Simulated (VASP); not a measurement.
InSb3: single point with LDA

Crystal: InSb3.

```
CELL_PARAMETERS angstrom
4.80637 0.00000 0.00000
0.00000 4.80637 0.00000
0.00000 0.00000 4.80637
ATOMIC_POSITIONS crystal
Sb 0.50000 0.50000 0.00000
Sb 0.00000 0.50000 0.50000
Sb 0.50000 0.00000 0.50000
In 0.00000 0.00000 0.00000
```

```json
{
  "Program": "VASP 6.6.1",
  "Task": "single point",
  "Functional": "LDA",
  "Potentials or basis": "VASP PAW LDA potentials, release 64 (Sb, In_d)",
  "Cutoff": "520 eV",
  "k mesh": "6 × 6 × 6",
  "Occupations": "fermi-dirac, width 0.05 eV",
  "Spin": "no spin polarisation",
  "Dipole correction": "no",
  "Further INCAR settings": "ALGO = Normal; EDIFF = 1e-06; NBANDS = 22"
}
```

```yaml
Pressure: -3.8 GPa
Band_gap_on_the_k_mesh: zero (band 14 reaches 11.11 eV, above the bottom of band 15 at 6.57 eV)
```

Levels at points of the mesh, in eV from the Fermi level:
```
           k point  band 11  band 12  band 13  band 14  band 15  band 16  band 17  band 18
(0.00, 0.00, 0.00)    -4.27    -3.69     0.41     0.41     0.41     1.68     1.68     1.68
(0.50, 0.00, 0.00)    -2.88    -2.10    -2.10    -1.10    -0.83     1.91     2.12     2.12
(0.50, 0.50, 0.00)    -1.66    -1.66    -1.33    -1.10    -1.10    -0.53     1.02     3.21
(0.50, 0.50, 0.50)    -4.96    -4.96    -4.88     3.43     3.43     3.49     3.49     3.49
```

It took 12 s on 1 thread of Intel(R) Xeon(R) 6975P-C (Granite Rapids), with other jobs on the host, peak memory 0.19 GiB.

Caveat: spin-orbit coupling is left out, which moves the levels of the heavy elements.
